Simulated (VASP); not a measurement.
# CaF2 (Fm-3m) in VASP: a series of runs

CaF2 is run at these levels: r2SCAN; tasks: single point.

Everything below comes from runs of VASP 6.6.1. Logs are shortened: lines on timing, memory, paths and dates and some standing lists are left out, and cuts for length are marked.

**1. The cell of the first run**

Symmetry: Fm-3m, No. 225, cubic system. Conventional cell: a = 5.212 Å, b = 5.212 Å, c = 5.212 Å, α = 90.00°, β = 90.00°, γ = 90.00°. Ca (site symmetry m-3m) has 8 F at 2.26 Å within 3.0 Å. Within 3.0 Å of F (site symmetry -43m) lie 4 Ca at 2.26 Å and 6 F at 2.61 Å.

**2. Single point, r2SCAN (volume scaled by 0.88)**

POSCAR

```
CaF2
1.0
    0.0000000000      2.6060068406      2.6060068406
    2.6060068406      0.0000000000      2.6060068406
    2.6060068406      2.6060068406      0.0000000000
Ca F
1 2
Direct
    0.0000000000      0.0000000000      0.0000000000
    0.2500000000      0.2500000000      0.2500000000
    0.7500000000      0.7500000000      0.7500000000
```

INCAR.step1

```
  PREC = Accurate
  ENCUT = 660
  ISMEAR = 0
  SIGMA = 0.02
  LREAL = False
  LASPH = True
  NELM = 120
  NBANDS = 19
  GGA = PE
  ALGO = Normal
  EDIFF = 1E-5
  LWAVE = True
  LCHARG = False
  GGA_COMPAT = False
```

INCAR.step2

```
  PREC = Accurate
  ENCUT = 660
  EDIFF = 1E-6
  ISMEAR = 0
  SIGMA = 0.02
  LREAL = False
  LASPH = True
  NELM = 120
  ALGO = Normal
  ISIF = 2
  LWAVE = False
  LCHARG = False
  METAGGA = R2SCAN
  LMIXTAU = True
  NBANDS = 19
  ISTART = 1
  GGA_COMPAT = False
```

KPOINTS

```
regular mesh
0
Gamma
  8 8 8
```

Potentials or basis: VASP PAW PBE potentials, release 64 (Ca_sv, F).

Run with:

```console
cat potpaw_PBE.64/Ca_sv/POTCAR potpaw_PBE.64/F/POTCAR > POTCAR
cp INCAR.step1 INCAR
mpirun -np 1 vasp_std > vasp.out
cp INCAR.step2 INCAR
mpirun -np 1 vasp_std > vasp.out
```

OUTCAR:

```text
PREC = Accurate
   ENCUT = 660
   EDIFF = 1E-6
   ISMEAR = 0
   LREAL = False
   LASPH = True
   NELM = 120
   ISIF = 2
   METAGGA = R2SCAN
   ISTART = 1

 ion  position               nearest neighbor table
   1  0.000  0.000  0.000-   3 2.26   3 2.26   3 2.26   2 2.26   3 2.26   2 2.26   2 2.26   2 2.26

   2  0.250  0.250  0.250-   1 2.26   1 2.26   1 2.26   1 2.26
   3  0.750  0.750  0.750-   1 2.26   1 2.26   1 2.26   1 2.26

  LATTYP: Found a face centered cubic cell.
 ALAT       =     5.2120136812

  Lattice vectors:

 A1 = (   0.0000000000,   2.6060068406,   2.6060068406)
 A2 = (   2.6060068406,   0.0000000000,   2.6060068406)
 A3 = (   2.6060068406,   2.6060068406,   0.0000000000)

Analysis of symmetry for initial positions (statically):
=====================================================================
 Subroutine PRICEL returns:
 Original cell was already a primitive cell.

 Routine SETGRP: Setting up the symmetry group for a
 face centered cubic supercell.

 Subroutine GETGRP returns: Found 48 space group operations
 (whereof 48 operations were pure point group operations)
 out of a pool of 48 trial point group operations.

The static configuration has the point symmetry O_h .

Analysis of symmetry for dynamics (positions and initial velocities):
=====================================================================
 Subroutine PRICEL returns:
 Original cell was already a primitive cell.

 Routine SETGRP: Setting up the symmetry group for a
 face centered cubic supercell.

 Subroutine GETGRP returns: Found 48 space group operations
 (whereof 48 operations were pure point group operations)
 out of a pool of 48 trial point group operations.

The dynamic configuration has the point symmetry O_h .

 Subroutine INISYM returns: Found 48 space group operations
 (whereof 48 operations are pure point group operations),
 and found     1 'primitive' translations

----------------------------------------------------------------------------------------

                                     Primitive cell

  volume of cell :      35.3962

  direct lattice vectors                    reciprocal lattice vectors
     0.000000000  2.606006841  2.606006841    -0.191864423  0.191864423  0.191864423
     2.606006841  0.000000000  2.606006841     0.191864423 -0.191864423  0.191864423
     2.606006841  2.606006841  0.000000000     0.191864423  0.191864423 -0.191864423

  length of vectors
     3.685450218  3.685450218  3.685450218     0.332318930  0.332318930  0.332318930

  position of ions in fractional coordinates (direct lattice)
     0.000000000  0.000000000  0.000000000
     0.250000000  0.250000000  0.250000000
     0.750000000  0.750000000  0.750000000

  ion indices of the primitive-cell ions
   primitive index   ion index
                 1           1
                 2           2
                 3           3

----------------------------------------------------------------------------------------

 KPOINTS: regular mesh

Automatic generation of k-mesh.
 Grid dimensions read from file:
 generate k-points for:    8    8    8

 Generating k-lattice:

  Cartesian coordinates                     Fractional coordinates (reciprocal lattice)
    -0.023983053  0.023983053  0.023983053     0.125000000  0.000000000  0.000000000
     0.023983053 -0.023983053  0.023983053     0.000000000  0.125000000  0.000000000
     0.023983053  0.023983053 -0.023983053     0.000000000  0.000000000  0.125000000

  Length of vectors
     0.041539866  0.041539866  0.041539866

  Shift w.r.t. Gamma in fractional coordinates (k-lattice)
     0.000000000  0.000000000  0.000000000

 Subroutine IBZKPT returns following result:
 ===========================================

 Found     29 irreducible k-points:

 Following reciprocal coordinates:
            Coordinates               Weight
  0.000000  0.000000  0.000000      1.000000
  0.125000  0.000000  0.000000      8.000000
  0.250000  0.000000  0.000000      8.000000
  0.375000  0.000000  0.000000      8.000000
  0.500000  0.000000  0.000000      4.000000
  0.125000  0.125000  0.000000      6.000000
[... 16 lines left out ...]
  0.500000  0.250000  0.125000     48.000000
 -0.375000  0.250000  0.125000     24.000000
 [... further k-points ...]
   k-points           NKPTS =     29   k-points in BZ     NKDIM =     29   number of bands    NBANDS=     19
   number of dos      NEDOS =    301   number of ions     NIONS =      3
   total plane-waves  NPLWV =  32768
   dimension x,y,z NGX =    32 NGY =   32 NGZ =   32
   dimension x,y,z NGXF=    64 NGYF=   64 NGZF=   64
   ions per type =               1   2
   NGX,Y,Z   is equivalent  to a cutoff of  14.43, 14.43, 14.43 a.u.
   NGXF,Y,Z  is equivalent  to a cutoff of  28.87, 28.87, 28.87 a.u.
 SYSTEM =  unknown system
   PREC   = accura    normal or accurate (medium, high low for compatibility)
   ISTART =      1    job   : 0-new  1-cont  2-samecut
   ICHARG =      0    charge: 1-file 2-atom 10-const
   ISPIN  =      1    spin polarized calculation?
   LNONCOLLINEAR =      F non collinear calculations
   LSORBIT =      F    spin-orbit coupling
   LASPH  =      T    aspherical Exc in radial PAW
   ENCUT  =  660.0 eV  48.51 Ry    6.96 a.u.   7.72  7.72  7.72*2*pi/ulx,y,z
   NELM   =    120;   NELMIN=  2; NELMDL=  0     # of ELM steps
   EDIFF  = 0.1E-05   stopping-criterion for ELM
   LREAL  =      F    real-space projection
   EDIFFG = 0.1E-04   stopping-criterion for IOM
   NSW    =      0    number of steps for IOM
   IBRION =     -1    ionic relax: 0-MD 1-quasi-New 2-CG
   NFREE  =      0    steps in history (QN), initial steepest desc. (CG)
   ISIF   =      2    stress and relaxation
   ISYM   =      2    0-nonsym 1-usesym 2-fastsym
   POTIM  = 0.5000    time-step for ionic-motion
   TEBEG  =    0.0;   TEEND  =   0.0 temperature during run
   PSTRESS=    0.0 pullay stress
   NELECT =      24.0000    total number of electrons
   NUPDOWN=      -1.0000    fix difference up-down
   EMIN   =  10.00;   EMAX   =-10.00  energy-range for DOS
   EFERMI =   0.00;   METHOD = LEGACY
   ISMEAR =     0;   SIGMA  =   0.02  broadening in eV -4-tet -1-fermi 0-gaus
   EFERMI_NEDOS =   21; number of points for ismear=-14 and -15
   IALGO  =     38    algorithm
   IMIX   =      4    mixing-type and parameters
     AMIX     =   0.40;   BMIX     =  1.00
     AMIX_MAG =   1.60;   BMIX_MAG =  1.00
  volume/ion in A,a.u.               =      11.80        79.62
  Fermi-wavevector in a.u.,A,eV,Ry     =   1.438223  2.717848 28.143469  2.068487
  Thomas-Fermi vector in A             =   2.557214
   LORBIT       =      0    0 simple, 1 ext, 2 COOP (PROOUT), +10 PAW based schemes
   METAGGA = R2SCAN    functional components
   LHFCALC =     F    Hartree Fock is set to
   AEXX    =    0.0000 exact exchange contribution
   IVDW    =     0    specifies the selected vdW correction
   LEPSILON=     F    determine dielectric tensor
   LRPA    =     F    only Hartree local field effects (RPA)
 non-spin polarized calculation
 Gauss-broadening in eV      SIGMA  =   0.02
  energy-cutoff  :      660.00
  volume of cell :       35.40
 maximum number of plane-waves:      1380
   NGX = 15   NGY = 15   NGZ = 15

 number of electron      24.0000008 magnetization

 Free energy of the ion-electron system (eV)
  ---------------------------------------------------
  ext. energy  EPLUGINS =         0.00000000
  ---------------------------------------------------
  free energy    TOTEN  =       -25.71686292 eV

  energy without entropy =      -25.71686292  energy(sigma->0) =      -25.71686292

 E-fermi :  -0.4858     XC(G=0): -11.0209

 val. band max:       -0.7347339913   @ k =   0.5000   0.5000   0.0000
 cond. band min:       8.0915646820   @ k =   0.0000   0.0000   0.0000
 fundamental gap:      8.8262986733
 Fermi energy:        -0.4858361512

 k-point     1 :       0.0000    0.0000    0.0000
  band No.  band energies     occupation
      1     -37.3259      2.00000
      2     -22.1583      2.00000
      3     -21.1907      2.00000
      4     -17.3763      2.00000
      5     -17.3763      2.00000
      6     -17.3763      2.00000
[... 11 lines left out ...]
     18      12.5989      0.00000
     19      18.3412      0.00000

 k-point     2 :       0.1250    0.0000    0.0000
  band No.  band energies     occupation
      1     -37.3151      2.00000
      2     -22.2036      2.00000
      3     -21.2445      2.00000
      4     -17.3876      2.00000
      5     -17.3876      2.00000
      6     -17.3019      2.00000
[... 11 lines left out ...]
     18      12.5383      0.00000
     19      17.6488      0.00000

 k-point     3 :       0.2500    0.0000    0.0000
  band No.  band energies     occupation
      1     -37.2889      2.00000
      2     -22.2808      2.00000
      3     -21.4127      2.00000
      4     -17.4149      2.00000
      5     -17.4149      2.00000
      6     -17.1085      2.00000
[... 11 lines left out ...]
     18      12.3955      0.00000
     19      16.4494      0.00000

 k-point     4 :       0.3750    0.0000    0.0000
  band No.  band energies     occupation
      1     -37.2625      2.00000
      2     -22.3063      2.00000
      3     -21.6370      2.00000
      4     -17.4417      2.00000
      5     -17.4417      2.00000
      6     -16.8999      2.00000
[... 407 lines left out ...]
     18      12.5020      0.00000
     19      17.1153      0.00000

 k-point    23 :       0.5000    0.2500    0.1250
  band No.  band energies     occupation
      1     -37.2481      2.00000
      2     -22.2996      2.00000
      3     -21.7777      2.00000
      4     -17.4866      2.00000
      5     -17.2800      2.00000
      6     -16.9345      2.00000
[... 11 lines left out ...]
     18      13.0939      0.00000
     19      16.6501      0.00000

 k-point    24 :      -0.3750    0.2500    0.1250
  band No.  band energies     occupation
      1     -37.2393      2.00000
      2     -22.2154      2.00000
      3     -21.9523      2.00000
      4     -17.4999      2.00000
      5     -17.2198      2.00000
      6     -16.9185      2.00000
[... 11 lines left out ...]
     18      13.5023      0.00000
     19      16.3965      0.00000

 [... further k-points ...]

------------------------ aborting loop because EDIFF is reached ----------------------------------------

  FORCE on cell =-STRESS in cart. coord.  units (eV):
  Direction    XX          YY          ZZ          XY          YZ          ZX
  --------------------------------------------------------------------------------------
  -------------------------------------------------------------------------------------
  Total        3.5865519      3.5865519      3.5865519      0.0000000      0.0000000      0.0000000
  in kB      162.3420620    162.3420620    162.3420620      0.0000000      0.0000000      0.0000000
  external PRESSURE =     162.3420620 kB  Pullay stress =       0.0000000 kB

 VOLUME and BASIS-vectors are now :
 -----------------------------------------------------------------------------
  energy-cutoff  :      660.00
  volume of cell :       35.40
      direct lattice vectors                 reciprocal lattice vectors
     0.000000000  2.606006841  2.606006841    -0.191864423  0.191864423  0.191864423
     2.606006841  0.000000000  2.606006841     0.191864423 -0.191864423  0.191864423
     2.606006841  2.606006841  0.000000000     0.191864423  0.191864423 -0.191864423

 POSITION                                       TOTAL-FORCE (eV/Angst)
 -----------------------------------------------------------------------------------
      0.00000      0.00000      0.00000         0.000000     -0.000000     -0.000000
      1.30300      1.30300      1.30300        -0.000000     -0.000000     -0.000000
      3.90901      3.90901      3.90901         0.000000      0.000000      0.000000
 -----------------------------------------------------------------------------------
    total drift:                                0.000000     -0.000000      0.000000

  FREE ENERGIE OF THE ION-ELECTRON SYSTEM (eV)
  ---------------------------------------------------
  free  energy   TOTEN  =       -25.7168629231 eV

  energy  without entropy=      -25.7168629231  energy(sigma->0) =      -25.71686292
```

Wall time 1.9 min (1 thread of Intel Xeon 8259CL, shared host); peak memory 0.2 GiB.

Results:

```
Free energy            : -25.7169 eV
Pressure               : 16.2 GPa
Band gap on the k mesh : 8.83 eV, indirect (least direct gap 9.11 eV)
```

Levels at points of the mesh, in eV from the valence-band top:
```
           k point  band 9  band 10  band 11  band 12  band 13  band 14  band 15  band 16
(0.00, 0.00, 0.00)   -2.59    -0.28    -0.28    -0.28     8.83    10.54    10.54    13.33
(0.50, 0.00, 0.00)   -1.44    -1.41    -0.92    -0.92    10.82    10.82    11.62    11.96
(0.50, 0.50, 0.00)   -1.84    -0.45    -0.45     0.00     9.14    11.29    11.71    12.77
```

Caveat: the PAW data sets were made with another functional, which shifts forces and pressure a little. A k mesh can miss the band edges.

[end of part 1 of 2]
